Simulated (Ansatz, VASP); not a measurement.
# RbCaH3: VASP beside Ansatz

```xyz
5
Lattice="4.6723 -0.7188 -0.7188 -0.7188 4.6723 -0.7188 -0.7188 -0.7188 4.6723" Properties=species:S:1:pos:R:3 pbc="T T T"
Rb    0.0000    0.0000    0.0000
Ca    1.6173    1.6173    1.6173
H    -0.7188    1.9767    1.9767
H     1.9767   -0.7188    1.9767
H     1.9767    1.9767   -0.7188
```

Alike in both runs: task single point; functional LDA; k mesh 6 × 6 × 6; occupations gaussian, width 0.05 eV; no spin polarisation.

```csv
,VASP,Ansatz
version,VASP 6.6.1,Ansatz 0.2.0
potentials or method,"VASP PAW LDA potentials, release 64 (Rb_sv, Ca_sv, H), cutoff 520 eV","scalar-relativistic, plane waves, PAW"
valence electrons in the cell,22,22
```

Ansatz gave:

- gap on the k mesh at the Fermi level (eV): 1.42
- least direct gap on the mesh (eV): 1.82
- pressure (GPa): -1.6
- traceless stress, the component that is largest in VASP (GPa): 7.27

Which values does VASP return?

gap on the k mesh at the Fermi level (eV): 1.41; least direct gap on the mesh (eV): 1.81; pressure (GPa): -1.5; traceless stress, the component that is largest in VASP (GPa): 7.33.

LDA's correlation is that of Perdew and Zunger in VASP and of Perdew and Wang (1992) in Ansatz.
